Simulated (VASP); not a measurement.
# Be2C (Fm-3m) in VASP: further runs

The runs below take Be2C through single point, with PBE.

All numbers are computed with VASP 6.6.1; they aren't measurements. Logs are shortened: lines on timing, memory, paths and dates and some standing lists are left out, and cuts for length are marked.

### Step 1. The cell of the first run

Symmetry: Fm-3m, No. 225, cubic system. The conventional cell has a = 4.240 Å, b = 4.240 Å, c = 4.240 Å, α = 90.00°, β = 90.00°, γ = 90.00°. Within 2.4 Å of C (site symmetry m-3m) lie 8 Be at 1.84 Å. Within 2.4 Å of Be (site symmetry -43m) lie 4 C at 1.84 Å and 6 Be at 2.12 Å.

### Step 2. Single point, PBE (volume changed by -6%)

INCAR reads:

```
SYSTEM = Be2C
PREC     = Accurate       ! precision mode
ENCUT    = 600            ! plane-wave cutoff, eV
EDIFF    = 1E-6           ! SCF threshold, eV
ISMEAR   = 0              ! smearing method
SIGMA    = 0.01           ! smearing width, eV
LREAL    = .FALSE.        ! projectors in reciprocal space
LASPH    = .TRUE.         ! aspherical terms in the spheres
NELM     = 120            ! most SCF steps
ALGO     = Normal         ! electronic algorithm
ISIF     = 2              ! what is computed and relaxed
LWAVE    = .FALSE.        ! write WAVECAR
LCHARG   = .TRUE.         ! write CHGCAR
GGA      = PE             ! functional
LELF     = .TRUE.         ! ELF
LVHAR    = .TRUE.       
NBANDS   = 11             ! bands
GGA_COMPAT= .FALSE.
```

KPOINTS reads:

```
Automatic mesh
0
G
  8 8 8
  0 0 0
```

POSCAR reads:

```
Be2C
1.0
    0.0000000000      2.1200110180      2.1200110180
    2.1200110180      0.0000000000      2.1200110180
    2.1200110180      2.1200110180      0.0000000000
C Be
1 2
Direct
    0.0000000000      0.0000000000      0.0000000000
    0.2500000000      0.2500000000      0.2500000000
    0.7500000000      0.7500000000      0.7500000000
```

Potentials or basis: VASP PAW PBE potentials, release 64 (C, Be).

The run is started by

```sh
$ cat potpaw_PBE.64/C/POTCAR potpaw_PBE.64/Be/POTCAR > POTCAR
$ mpirun -np 1 vasp_std > vasp.out
```

OUTCAR:

```text
SYSTEM = Be2C
   PREC = Accurate
   ENCUT = 600
   EDIFF = 1E-6
   ISMEAR = 0
   LREAL = .FALSE.
   LASPH = .TRUE.
   NELM = 120
   ISIF = 2
   GGA = PE

 ion  position               nearest neighbor table
   1  0.000  0.000  0.000-   2 1.84   3 1.84   3 1.84   3 1.84   3 1.84   2 1.84   2 1.84   2 1.84

   2  0.250  0.250  0.250-   1 1.84   1 1.84   1 1.84   1 1.84   3 2.12   3 2.12   3 2.12   3 2.12
                             3 2.12   3 2.12
   3  0.750  0.750  0.750-   1 1.84   1 1.84   1 1.84   1 1.84   2 2.12   2 2.12   2 2.12   2 2.12
                             2 2.12   2 2.12

  LATTYP: Found a face centered cubic cell.
 ALAT       =     4.2400220360

  Lattice vectors:

 A1 = (   0.0000000000,   2.1200110180,   2.1200110180)
 A2 = (   2.1200110180,   0.0000000000,   2.1200110180)
 A3 = (   2.1200110180,   2.1200110180,   0.0000000000)

Analysis of symmetry for initial positions (statically):
=====================================================================
 Subroutine PRICEL returns:
 Original cell was already a primitive cell.

 Routine SETGRP: Setting up the symmetry group for a
 face centered cubic supercell.

 Subroutine GETGRP returns: Found 48 space group operations
 (whereof 48 operations were pure point group operations)
 out of a pool of 48 trial point group operations.

The static configuration has the point symmetry O_h .

Analysis of symmetry for dynamics (positions and initial velocities):
=====================================================================
 Subroutine PRICEL returns:
 Original cell was already a primitive cell.

 Routine SETGRP: Setting up the symmetry group for a
 face centered cubic supercell.

 Subroutine GETGRP returns: Found 48 space group operations
 (whereof 48 operations were pure point group operations)
 out of a pool of 48 trial point group operations.

The dynamic configuration has the point symmetry O_h .

 Subroutine INISYM returns: Found 48 space group operations
 (whereof 48 operations are pure point group operations),
 and found     1 'primitive' translations

----------------------------------------------------------------------------------------

                                     Primitive cell

  volume of cell :      19.0566

  direct lattice vectors                    reciprocal lattice vectors
     0.000000000  2.120011018  2.120011018    -0.235847831  0.235847831  0.235847831
     2.120011018  0.000000000  2.120011018     0.235847831 -0.235847831  0.235847831
     2.120011018  2.120011018  0.000000000     0.235847831  0.235847831 -0.235847831

  length of vectors
     2.998148334  2.998148334  2.998148334     0.408500426  0.408500426  0.408500426

  position of ions in fractional coordinates (direct lattice)
     0.000000000  0.000000000  0.000000000
     0.250000000  0.250000000  0.250000000
     0.750000000  0.750000000  0.750000000

  ion indices of the primitive-cell ions
   primitive index   ion index
                 1           1
                 2           2
                 3           3

----------------------------------------------------------------------------------------

 KPOINTS: Automatic mesh

Automatic generation of k-mesh.
 Grid dimensions read from file:
 generate k-points for:    8    8    8

 Generating k-lattice:

  Cartesian coordinates                     Fractional coordinates (reciprocal lattice)
    -0.029480979  0.029480979  0.029480979     0.125000000  0.000000000  0.000000000
     0.029480979 -0.029480979  0.029480979     0.000000000  0.125000000  0.000000000
     0.029480979  0.029480979 -0.029480979     0.000000000  0.000000000  0.125000000

  Length of vectors
     0.051062553  0.051062553  0.051062553

  Shift w.r.t. Gamma in fractional coordinates (k-lattice)
     0.000000000  0.000000000  0.000000000

 Subroutine IBZKPT returns following result:
 ===========================================

 Found     29 irreducible k-points:

 Following reciprocal coordinates:
            Coordinates               Weight
  0.000000  0.000000  0.000000      1.000000
  0.125000  0.000000  0.000000      8.000000
  0.250000  0.000000  0.000000      8.000000
  0.375000  0.000000  0.000000      8.000000
  0.500000  0.000000  0.000000      4.000000
  0.125000  0.125000  0.000000      6.000000
[... 16 lines left out ...]
  0.500000  0.250000  0.125000     48.000000
 -0.375000  0.250000  0.125000     24.000000
 [... further k-points ...]
   k-points           NKPTS =     29   k-points in BZ     NKDIM =     29   number of bands    NBANDS=     11
   number of dos      NEDOS =    301   number of ions     NIONS =      3
   total plane-waves  NPLWV =  13824
   dimension x,y,z NGX =    24 NGY =   24 NGZ =   24
   dimension x,y,z NGXF=    48 NGYF=   48 NGZF=   48
   ions per type =               1   2
   NGX,Y,Z   is equivalent  to a cutoff of  13.31, 13.31, 13.31 a.u.
   NGXF,Y,Z  is equivalent  to a cutoff of  26.62, 26.62, 26.62 a.u.
 SYSTEM =  Be2C
   PREC   = accura    normal or accurate (medium, high low for compatibility)
   ISTART =      0    job   : 0-new  1-cont  2-samecut
   ICHARG =      2    charge: 1-file 2-atom 10-const
   ISPIN  =      1    spin polarized calculation?
   LNONCOLLINEAR =      F non collinear calculations
   LSORBIT =      F    spin-orbit coupling
   LASPH  =      T    aspherical Exc in radial PAW
   ENCUT  =  600.0 eV  44.10 Ry    6.64 a.u.   5.99  5.99  5.99*2*pi/ulx,y,z
   NELM   =    120;   NELMIN=  2; NELMDL= -5     # of ELM steps
   EDIFF  = 0.1E-05   stopping-criterion for ELM
   LREAL  =      F    real-space projection
   EDIFFG = 0.1E-04   stopping-criterion for IOM
   NSW    =      0    number of steps for IOM
   IBRION =     -1    ionic relax: 0-MD 1-quasi-New 2-CG
   NFREE  =      0    steps in history (QN), initial steepest desc. (CG)
   ISIF   =      2    stress and relaxation
   ISYM   =      2    0-nonsym 1-usesym 2-fastsym
   POTIM  = 0.5000    time-step for ionic-motion
   TEBEG  =    0.0;   TEEND  =   0.0 temperature during run
   PSTRESS=    0.0 pullay stress
   NELECT =       8.0000    total number of electrons
   NUPDOWN=      -1.0000    fix difference up-down
   EMIN   =  10.00;   EMAX   =-10.00  energy-range for DOS
   EFERMI =   0.00;   METHOD = LEGACY
   ISMEAR =     0;   SIGMA  =   0.01  broadening in eV -4-tet -1-fermi 0-gaus
   EFERMI_NEDOS =   21; number of points for ismear=-14 and -15
   IALGO  =     38    algorithm
   IMIX   =      4    mixing-type and parameters
     AMIX     =   0.40;   BMIX     =  1.00
     AMIX_MAG =   1.60;   BMIX_MAG =  1.00
  volume/ion in A,a.u.               =       6.35        42.87
  Fermi-wavevector in a.u.,A,eV,Ry     =   1.225811  2.316446 20.444273  1.502612
  Thomas-Fermi vector in A             =   2.360835
   LORBIT       =      0    0 simple, 1 ext, 2 COOP (PROOUT), +10 PAW based schemes
   GGA     = PE    functional components
   LHFCALC =     F    Hartree Fock is set to
   AEXX    =    0.0000 exact exchange contribution
   IVDW    =     0    specifies the selected vdW correction
   LEPSILON=     F    determine dielectric tensor
   LRPA    =     F    only Hartree local field effects (RPA)
 non-spin polarized calculation
 Gauss-broadening in eV      SIGMA  =   0.01
  energy-cutoff  :      600.00
  volume of cell :       19.06
 maximum number of plane-waves:       652
   NGX = 11   NGY = 11   NGZ = 11

 number of electron       7.9999999 magnetization

 Free energy of the ion-electron system (eV)
  ---------------------------------------------------
  ext. energy  EPLUGINS =         0.00000000
  ---------------------------------------------------
  free energy    TOTEN  =       -17.40275031 eV

  energy without entropy =      -17.40275031  energy(sigma->0) =      -17.40275031

 E-fermi :   8.4570     XC(G=0): -11.6848

 val. band max:        8.3505544733   @ k =   0.0000   0.0000   0.0000
 cond. band min:       9.5337285068   @ k =   0.5000   0.5000   0.0000
 fundamental gap:      1.1831740335
 Fermi energy:         8.4570099953

 k-point     1 :       0.0000    0.0000    0.0000
  band No.  band energies     occupation
      1      -7.1533      2.00000
      2       8.3506      2.00000
      3       8.3506      2.00000
      4       8.3506      2.00000
      5      12.5953      0.00000
      6      12.5953      0.00000
      7      12.5953      0.00000
      8      15.8050      0.00000
      9      22.0124      0.00000
     10      22.0124      0.00000
     11      22.0124      0.00000

 k-point     2 :       0.1250    0.0000    0.0000
  band No.  band energies     occupation
      1      -6.8954      2.00000
      2       6.3903      2.00000
      3       7.8782      2.00000
      4       7.8782      2.00000
      5      13.2770      0.00000
      6      13.2770      0.00000
      7      13.8393      0.00000
      8      16.3083      0.00000
      9      20.5374      0.00000
     10      20.5374      0.00000
     11      22.7108      0.00000

 k-point     3 :       0.2500    0.0000    0.0000
  band No.  band energies     occupation
      1      -6.1373      2.00000
      2       3.3199      2.00000
      3       7.1155      2.00000
      4       7.1155      2.00000
      5      14.0122      0.00000
      6      14.0122      0.00000
      7      15.0239      0.00000
      8      17.4252      0.00000
      9      20.0321      0.00000
     10      20.0321      0.00000
     11      24.4588      0.00000
[... 267 lines left out ...]
 k-point    23 :       0.5000    0.2500    0.1250
  band No.  band energies     occupation
      1      -4.4114      2.00000
      2       1.1155      2.00000
      3       3.9711      2.00000
      4       5.3586      2.00000
      5      13.7321      0.00000
      6      15.5038      0.00000
      7      16.8716      0.00000
      8      18.7040      0.00000
      9      21.1459      0.00000
     10      23.9481      0.00000
     11      26.5202      0.00000

 k-point    24 :      -0.3750    0.2500    0.1250
  band No.  band energies     occupation
      1      -3.6625      2.00000
      2      -0.0655      2.00000
      3       4.0614      2.00000
      4       4.7753      2.00000
      5      13.6781      0.00000
      6      15.2913      0.00000
      7      18.7243      0.00000
      8      19.4611      0.00000
      9      21.0553      0.00000
     10      22.6923      0.00000
     11      26.7022      0.00000

 [... further k-points ...]
[... 5 lines left out ...]
  --------------------------------------------------------------------------------------
  -------------------------------------------------------------------------------------
  Total        1.6911317      1.6911317      1.6911317      0.0000000      0.0000000      0.0000000
  in kB      142.1816874    142.1816874    142.1816874      0.0000000      0.0000000      0.0000000
  external PRESSURE =     142.1816874 kB  Pullay stress =       0.0000000 kB

 VOLUME and BASIS-vectors are now :
 -----------------------------------------------------------------------------
  energy-cutoff  :      600.00
  volume of cell :       19.06
      direct lattice vectors                 reciprocal lattice vectors
     0.000000000  2.120011018  2.120011018    -0.235847831  0.235847831  0.235847831
     2.120011018  0.000000000  2.120011018     0.235847831 -0.235847831  0.235847831
     2.120011018  2.120011018  0.000000000     0.235847831  0.235847831 -0.235847831

 POSITION                                       TOTAL-FORCE (eV/Angst)
 -----------------------------------------------------------------------------------
      0.00000      0.00000      0.00000        -0.000000      0.000000      0.000000
      1.06001      1.06001      1.06001        -0.000000     -0.000000     -0.000000
      3.18002      3.18002      3.18002         0.000000      0.000000      0.000000
 -----------------------------------------------------------------------------------
    total drift:                               -0.000000     -0.000000      0.000000

  FREE ENERGIE OF THE ION-ELECTRON SYSTEM (eV)
  ---------------------------------------------------
  free  energy   TOTEN  =       -17.4027503082 eV

  energy  without entropy=      -17.4027503082  energy(sigma->0) =      -17.40275031
```

It took 5 s on 1 thread of Intel Xeon 6975P-C (Granite Rapids), shared host; peak memory 0.13 GiB.

What came out:

| Property | Result |
| --- | --- |
| Free energy | -17.4028 eV |
| Pressure | 14.2 GPa |
| Band gap on the k mesh | 1.18 eV, indirect (least direct gap 4.24 eV) |

Levels at points of the mesh, in eV from the valence-band top:
```csv
k point,band 2,band 3,band 4,band 5,band 6,band 7
"(0.00, 0.00, 0.00)",0.00,0.00,0.00,4.24,4.24,4.24
"(0.50, 0.00, 0.00)",-9.12,-1.93,-1.93,5.12,5.12,7.69
"(0.50, 0.50, 0.00)",-7.00,-4.99,-4.99,1.18,6.16,13.93
```

Caveat: the cell differs from its parent crystal (volume changed by -6%).

### Step 3. Single point, PBE

This run uses another cell than the first one, of 6.76 Å³/atom, 1.064 times its volume.

INCAR reads:

```
  ALGO = Normal
  EDIFF = 1E-6
  ENCUT = 600
  GGA = PE
  GGA_COMPAT = False
  ISIF = 2
  ISMEAR = 0
  LASPH = True
  LCHARG = False
  LREAL = False
  LWAVE = False
  NBANDS = 11
  NELM = 120
  PREC = Accurate
  SIGMA = 0.01
```

KPOINTS reads:

```
k-points
0
Gamma
  8 8 8
```

POSCAR reads:

```
Be2C
1.0
    0.0000000000      2.1641905690      2.1641905690
    2.1641905690      0.0000000000      2.1641905690
    2.1641905690      2.1641905690      0.0000000000
C Be
1 2
Direct
    0.0000000000      0.0000000000      0.0000000000
    0.2500000000      0.2500000000      0.2500000000
    0.7500000000      0.7500000000      0.7500000000
```

Potentials or basis: VASP PAW PBE potentials, release 64 (C, Be).

The run is started by

```sh
$ cat potpaw_PBE.64/C/POTCAR potpaw_PBE.64/Be/POTCAR > POTCAR
$ mpirun -np 1 vasp_std > vasp.out
```

Wall time 6 s (1 thread of Intel Xeon 6975P-C (Granite Rapids), shared host); peak memory 0.13 GiB.

The run converged. Its results:

```yaml
Free_energy: -17.4565 eV
Pressure: 0.3 GPa
Band_gap_on_the_k_mesh: 1.16 eV, indirect (least direct gap 4.13 eV)
```

Levels at points of the mesh, in eV from the valence-band top:
```tsv
k point	band 1	band 2	band 3	band 4	band 5	band 6	band 7	band 8
(0.00, 0.00, 0.00)	-15.04	0.00	0.00	0.00	4.13	4.13	4.13	6.76
(0.50, 0.00, 0.00)	-12.18	-8.73	-1.83	-1.83	5.01	5.01	7.01	9.82
(0.50, 0.50, 0.00)	-11.43	-6.78	-4.73	-4.73	1.16	5.73	13.25	13.25
```

A k mesh can miss the band edges. As with any semilocal functional, this PBE gap is likely too small.

### Step 4. Single point, PBE (volume changed by -3%)

INCAR reads:

```
SYSTEM = Be2C
  PREC = Accurate
  ENCUT = 600
  EDIFF = 1E-6
  ISMEAR = 0
  SIGMA = 0.01
  LREAL = .FALSE.
  LASPH = .TRUE.
  NELM = 120
  ALGO = Normal
  ISIF = 2
  LWAVE = .FALSE.
  LCHARG = .TRUE.
  GGA = PE
  LELF = .TRUE.
  LVHAR = .TRUE.
  NBANDS = 11
  GGA_COMPAT = .FALSE.
```

KPOINTS reads:

```
Automatic mesh
0
G
  8 8 8
  0 0 0
```

POSCAR reads:

```
Be2C
1.0
    0.0000000000      2.1423285635      2.1423285635
    2.1423285635      0.0000000000      2.1423285635
    2.1423285635      2.1423285635      0.0000000000
C Be
1 2
Direct
    0.0000000000      0.0000000000      0.0000000000
    0.2500000000      0.2500000000      0.2500000000
    0.7500000000      0.7500000000      0.7500000000
```

The run is started by

```sh
$ cat potpaw_PBE.64/C/POTCAR potpaw_PBE.64/Be/POTCAR > POTCAR
$ mpirun -np 1 vasp_std > vasp.out
```

It took 5.4 s on 1 thread of Intel Xeon 6975P-C (Granite Rapids), shared host; peak memory 0.13 GiB.

Results (log left out):

```
Free energy            : -17.4429 eV
Pressure               : 6.8 GPa
Band gap on the k mesh : 1.17 eV, indirect (least direct gap 4.19 eV)
```

Levels at points of the mesh, in eV from the valence-band top:
```
           k point  band 1  band 2  band 3  band 4  band 5  band 6  band 7  band 8
(0.00, 0.00, 0.00)  -15.27    0.00    0.00    0.00    4.19    4.19    4.19    7.10
(0.50, 0.00, 0.00)  -12.33   -8.92   -1.88   -1.88    5.07    5.07    7.34   10.01
(0.50, 0.50, 0.00)  -11.58   -6.89   -4.86   -4.86    1.17    5.94   13.59   13.59
```

Caveat: the cell differs from its parent crystal (volume changed by -3%). A k mesh can miss the band edges.

(Part 1 of 2 ends here.)
